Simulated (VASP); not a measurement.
# Re (Fm-3m) in VASP: a series of runs

Runs on Re. Level: LDA. Tasks: single point.

Program: VASP 6.6.1. These are calculated values, not measurements. Logs are shortened: lines on timing, memory, paths and dates and some standing lists are left out, and cuts for length are marked.

## Step 1: The cell of the first run

The structure is cubic, space group Fm-3m (No. 225). The conventional cell has a = 3.861 Å, b = 3.861 Å, c = 3.861 Å, α = 90.00°, β = 90.00°, γ = 90.00°. Re (site symmetry m-3m) has 12 Re at 2.73 Å within 3.6 Å.

## Step 2: Single point, LDA

Contents of INCAR:

```
  ALGO = Normal
  EDIFF = 1E-6
  ENCUT = 520
  GGA = CA
  ISIF = 2
  ISMEAR = -1
  LASPH = T
  LCHARG = F
  LREAL = F
  LWAVE = F
  NBANDS = 10
  NELM = 100
  PREC = Accurate
  SIGMA = 0.05
```

Contents of KPOINTS:

```
k-points
0
Gamma
  18 18 18
```

Contents of POSCAR:

```
Re
1.0
    0.0000000000      1.9303324817      1.9303324817
    1.9303324817      0.0000000000      1.9303324817
    1.9303324817      1.9303324817      0.0000000000
Re
1
Direct
    0.0000000000      0.0000000000      0.0000000000
```

Potentials or basis: VASP PAW LDA potentials, release 64 (Re).

Command:

```
> cat potpaw_LDA.64/Re/POTCAR > POTCAR
> mpirun -np 1 vasp_std > vasp.out
```

OUTCAR:

```text
EDIFF = 1E-6
   ENCUT = 520
   GGA = CA
   ISIF = 2
   ISMEAR = -1
   LASPH = T
   LREAL = F
   NELM = 100
   PREC = Accurate

 ion  position               nearest neighbor table
   1  0.000  0.000  0.000-

  LATTYP: Found a face centered cubic cell.
 ALAT       =     3.8606649634

  Lattice vectors:

 A1 = (   0.0000000000,   1.9303324817,   1.9303324817)
 A2 = (   1.9303324817,   0.0000000000,   1.9303324817)
 A3 = (   1.9303324817,   1.9303324817,   0.0000000000)

Analysis of symmetry for initial positions (statically):
=====================================================================
 Subroutine PRICEL returns:
 Original cell was already a primitive cell.

 Routine SETGRP: Setting up the symmetry group for a
 face centered cubic supercell.

 Subroutine GETGRP returns: Found 48 space group operations
 (whereof 48 operations were pure point group operations)
 out of a pool of 48 trial point group operations.

The static configuration has the point symmetry O_h .

Analysis of symmetry for dynamics (positions and initial velocities):
=====================================================================
 Subroutine PRICEL returns:
 Original cell was already a primitive cell.

 Routine SETGRP: Setting up the symmetry group for a
 face centered cubic supercell.

 Subroutine GETGRP returns: Found 48 space group operations
 (whereof 48 operations were pure point group operations)
 out of a pool of 48 trial point group operations.

The dynamic configuration has the point symmetry O_h .

 Subroutine INISYM returns: Found 48 space group operations
 (whereof 48 operations are pure point group operations),
 and found     1 'primitive' translations

----------------------------------------------------------------------------------------

                                     Primitive cell

  volume of cell :      14.3855

  direct lattice vectors                    reciprocal lattice vectors
     0.000000000  1.930332482  1.930332482    -0.259022736  0.259022736  0.259022736
     1.930332482  0.000000000  1.930332482     0.259022736 -0.259022736  0.259022736
     1.930332482  1.930332482  0.000000000     0.259022736  0.259022736 -0.259022736

  length of vectors
     2.729902376  2.729902376  2.729902376     0.448640538  0.448640538  0.448640538

  position of ions in fractional coordinates (direct lattice)
     0.000000000  0.000000000  0.000000000

  ion indices of the primitive-cell ions
   primitive index   ion index
                 1           1

----------------------------------------------------------------------------------------

 KPOINTS: k-points

Automatic generation of k-mesh.
 Grid dimensions read from file:
 generate k-points for:   18   18   18

 Generating k-lattice:

  Cartesian coordinates                     Fractional coordinates (reciprocal lattice)
    -0.014390152  0.014390152  0.014390152     0.055555556  0.000000000  0.000000000
     0.014390152 -0.014390152  0.014390152     0.000000000  0.055555556  0.000000000
     0.014390152  0.014390152 -0.014390152     0.000000000  0.000000000  0.055555556

  Length of vectors
     0.024924474  0.024924474  0.024924474

  Shift w.r.t. Gamma in fractional coordinates (k-lattice)
     0.000000000  0.000000000  0.000000000

 Subroutine IBZKPT returns following result:
 ===========================================

 Found    195 irreducible k-points:

 Following reciprocal coordinates:
            Coordinates               Weight
  0.000000  0.000000  0.000000      1.000000
  0.055556  0.000000  0.000000      8.000000
  0.111111  0.000000  0.000000      8.000000
  0.166667  0.000000  0.000000      8.000000
  0.222222  0.000000  0.000000      8.000000
  0.277778  0.000000  0.000000      8.000000
[... 16 lines left out ...]
 -0.277778  0.055556  0.000000     24.000000
 -0.222222  0.055556  0.000000     24.000000
 [... further k-points ...]
   k-points           NKPTS =    195   k-points in BZ     NKDIM =    195   number of bands    NBANDS=     10
   number of dos      NEDOS =    301   number of ions     NIONS =      1
   total plane-waves  NPLWV =   8000
   dimension x,y,z NGX =    20 NGY =   20 NGZ =   20
   dimension x,y,z NGXF=    40 NGYF=   40 NGZF=   40
   ions per type =               1
   NGX,Y,Z   is equivalent  to a cutoff of  12.18, 12.18, 12.18 a.u.
   NGXF,Y,Z  is equivalent  to a cutoff of  24.36, 24.36, 24.36 a.u.
 SYSTEM =  unknown system
   PREC   = accura    normal or accurate (medium, high low for compatibility)
   ISTART =      0    job   : 0-new  1-cont  2-samecut
   ICHARG =      2    charge: 1-file 2-atom 10-const
   ISPIN  =      1    spin polarized calculation?
   LNONCOLLINEAR =      F non collinear calculations
   LSORBIT =      F    spin-orbit coupling
   LASPH  =      T    aspherical Exc in radial PAW
   ENCUT  =  520.0 eV  38.22 Ry    6.18 a.u.   5.08  5.08  5.08*2*pi/ulx,y,z
   NELM   =    100;   NELMIN=  2; NELMDL= -5     # of ELM steps
   EDIFF  = 0.1E-05   stopping-criterion for ELM
   LREAL  =      F    real-space projection
   EDIFFG = 0.1E-04   stopping-criterion for IOM
   NSW    =      0    number of steps for IOM
   IBRION =     -1    ionic relax: 0-MD 1-quasi-New 2-CG
   NFREE  =      0    steps in history (QN), initial steepest desc. (CG)
   ISIF   =      2    stress and relaxation
   ISYM   =      2    0-nonsym 1-usesym 2-fastsym
   POTIM  = 0.5000    time-step for ionic-motion
   TEBEG  =    0.0;   TEEND  =   0.0 temperature during run
   PSTRESS=    0.0 pullay stress
   NELECT =       7.0000    total number of electrons
   NUPDOWN=      -1.0000    fix difference up-down
   EMIN   =  10.00;   EMAX   =-10.00  energy-range for DOS
   EFERMI =   0.00;   METHOD = LEGACY
   ISMEAR =    -1;   SIGMA  =   0.05  broadening in eV -4-tet -1-fermi 0-gaus
   EFERMI_NEDOS =   21; number of points for ismear=-14 and -15
   IALGO  =     38    algorithm
   IMIX   =      4    mixing-type and parameters
     AMIX     =   0.40;   BMIX     =  1.00
     AMIX_MAG =   1.60;   BMIX_MAG =  1.00
  volume/ion in A,a.u.               =      14.39        97.08
  Fermi-wavevector in a.u.,A,eV,Ry     =   1.287653  2.433311 22.559131  1.658049
  Thomas-Fermi vector in A             =   2.419654
   LORBIT       =      0    0 simple, 1 ext, 2 COOP (PROOUT), +10 PAW based schemes
   GGA     = CA    functional components
   LHFCALC =     F    Hartree Fock is set to
   AEXX    =    0.0000 exact exchange contribution
   IVDW    =     0    specifies the selected vdW correction
   LEPSILON=     F    determine dielectric tensor
   LRPA    =     F    only Hartree local field effects (RPA)
 non-spin polarized calculation
  energy-cutoff  :      520.00
  volume of cell :       14.39
 maximum number of plane-waves:       397
   NGX = 11   NGY = 11   NGZ = 11

 number of electron       7.0000001 magnetization

 Free energy of the ion-electron system (eV)
  ---------------------------------------------------
  ext. energy  EPLUGINS =         0.00000000
  ---------------------------------------------------
  free energy    TOTEN  =       -13.69495472 eV

  energy without entropy =      -13.68768203  energy(sigma->0) =      -13.69131837

 E-fermi :   8.4066     XC(G=0): -13.9649

 val. band max:        8.3789826992   @ k =   0.4444   0.0000   0.0000
 cond. band min:       8.4081663281   @ k =  -0.3333   0.2778   0.0000
 fundamental gap:      0.0291836289
 Fermi energy:         8.4065774331

 k-point     1 :       0.0000    0.0000    0.0000
  band No.  band energies     occupation
      1      -1.8105      2.00000
      2       6.4062      2.00000
      3       6.4062      2.00000
      4       6.4062      2.00000
      5       9.6914      0.00000
      6       9.6914      0.00000
      7      22.3955      0.00000
      8      28.1370      0.00000
      9      28.1370      0.00000
     10      28.1370      0.00000

 k-point     2 :       0.0556    0.0000    0.0000
  band No.  band energies     occupation
      1      -1.6621      2.00000
      2       6.3046      2.00000
      3       6.4767      2.00000
      4       6.4767      2.00000
      5       9.6330      0.00000
      6       9.6330      0.00000
      7      22.6866      0.00000
      8      27.3872      0.00000
      9      28.4102      0.00000
     10      28.4102      0.00000

 k-point     3 :       0.1111    0.0000    0.0000
  band No.  band energies     occupation
      1      -1.2341      2.00000
      2       6.0448      2.00000
      3       6.6604      2.00000
      4       6.6604      2.00000
      5       9.5026      0.00000
      6       9.5026      0.00000
      7      23.4740      0.00000
      8      26.0287      0.00000
      9      29.2041      0.00000
     10      29.2041      0.00000

 k-point     4 :       0.1667    0.0000    0.0000
  band No.  band energies     occupation
      1      -0.5838      2.00000
      2       5.7451      2.00000
      3       6.8615      2.00000
      4       6.8615      2.00000
      5       9.4366      0.00000
      6       9.4366      0.00000
      7      24.0277      0.00000
      8      25.2655      0.00000
      9      30.4509      0.00000
     10      30.4509      0.00000
[... 222 lines left out ...]
 k-point    22 :      -0.3333    0.0556    0.0000
  band No.  band energies     occupation
      1       1.4358      2.00000
      2       6.4181      2.00000
      3       6.5219      2.00000
      4       6.5923      2.00000
      5      10.6526      0.00000
      6      11.7585      0.00000
      7      20.7856      0.00000
      8      24.4597      0.00000
      9      30.3599      0.00000
     10      32.3926      0.00000

 k-point    23 :      -0.2778    0.0556    0.0000
  band No.  band energies     occupation
      1       1.1362      2.00000
      2       5.7537      2.00000
      3       6.6725      2.00000
      4       6.8279      2.00000
      5       9.8536      0.00000
      6      11.0055      0.00000
      7      21.8102      0.00000
      8      26.0390      0.00000
      9      31.5760      0.00000
     10      32.5592      0.00000

 k-point    24 :      -0.2222    0.0556    0.0000
  band No.  band energies     occupation
      1       0.5398      2.00000
      2       5.4550      2.00000
      3       6.8811      2.00000
      4       7.0152      2.00000
      5       9.2408      0.00000
      6      10.3370      0.00000
      7      22.8809      0.00000
      8      26.5104      0.00000
      9      31.2655      0.00000
     10      32.6421      0.00000

 [... further k-points ...]
[... 5 lines left out ...]
  --------------------------------------------------------------------------------------
  -------------------------------------------------------------------------------------
  Total        0.1295538      0.1295538      0.1295538      0.0000000      0.0000000      0.0000000
  in kB       14.4289336     14.4289336     14.4289336      0.0000000      0.0000000      0.0000000
  external PRESSURE =      14.4289336 kB  Pullay stress =       0.0000000 kB

 VOLUME and BASIS-vectors are now :
 -----------------------------------------------------------------------------
  energy-cutoff  :      520.00
  volume of cell :       14.39
      direct lattice vectors                 reciprocal lattice vectors
     0.000000000  1.930332482  1.930332482    -0.259022736  0.259022736  0.259022736
     1.930332482  0.000000000  1.930332482     0.259022736 -0.259022736  0.259022736
     1.930332482  1.930332482  0.000000000     0.259022736  0.259022736 -0.259022736

 POSITION                                       TOTAL-FORCE (eV/Angst)
 -----------------------------------------------------------------------------------
      0.00000      0.00000      0.00000         0.000000     -0.000000     -0.000000
 -----------------------------------------------------------------------------------
    total drift:                                0.000000      0.000000     -0.000000

  FREE ENERGIE OF THE ION-ELECTRON SYSTEM (eV)
  ---------------------------------------------------
  free  energy   TOTEN  =       -13.6949547161 eV

  energy  without entropy=      -13.6876820254  energy(sigma->0) =      -13.69131837
```

It took 8.7 s on 1 thread of Intel Xeon 6975P-C (Granite Rapids), shared host; peak memory 0.13 GiB.

What came out:

```yaml
Free_energy: -13.6950 eV
Pressure: 1.4 GPa
```

Caveat: spin-orbit coupling is left out, which moves the levels of the heavy elements.

## Step 3: Single point, LDA

Contents of INCAR:

```
SYSTEM = Re
PREC = Accurate ; ENCUT = 520
EDIFF = 1E-6 ; ISMEAR = -1
SIGMA = 0.05 ; LREAL = .FALSE.
LASPH = .TRUE. ; NELM = 100
ALGO = Normal ; ISIF = 2
LWAVE = .FALSE. ; LCHARG = .FALSE.
GGA = CA ; NBANDS = 10
```

Contents of KPOINTS:

```
regular mesh
0
G
  18 18 18
  0 0 0
```

POSCAR is that of step 2.

Potentials or basis: VASP PAW LDA potentials, release 64 (Re).

Command:

```
> cat potpaw_LDA.64/Re/POTCAR > POTCAR
> mpirun -np 1 vasp_std > vasp.out
```

Wall time 8.7 s (1 thread of Intel Xeon 6975P-C (Granite Rapids), shared host); peak memory 0.14 GiB.

Results (log left out):

| Property | Result |
| --- | --- |
| Free energy | -13.6950 eV |
| Pressure | 1.4 GPa |

Levels at points of the mesh, in eV from the Fermi level:
| k point | band 1 | band 2 | band 3 | band 4 | band 5 | band 6 | band 7 | band 8 |
| --- | --- | --- | --- | --- | --- | --- | --- | --- |
| (0.00, 0.00, 0.00) | -10.22 | -2.00 | -2.00 | -2.00 | 1.28 | 1.28 | 13.99 | 19.73 |
| (0.50, 0.00, 0.00) | -7.03 | -2.23 | -2.23 | 0.39 | 3.95 | 3.95 | 10.33 | 13.50 |
| (0.50, 0.50, 0.00) | -7.03 | -6.16 | 3.03 | 3.89 | 4.74 | 4.74 | 12.53 | 12.53 |

Caveat: spin-orbit coupling is left out, which moves the levels of the heavy elements.
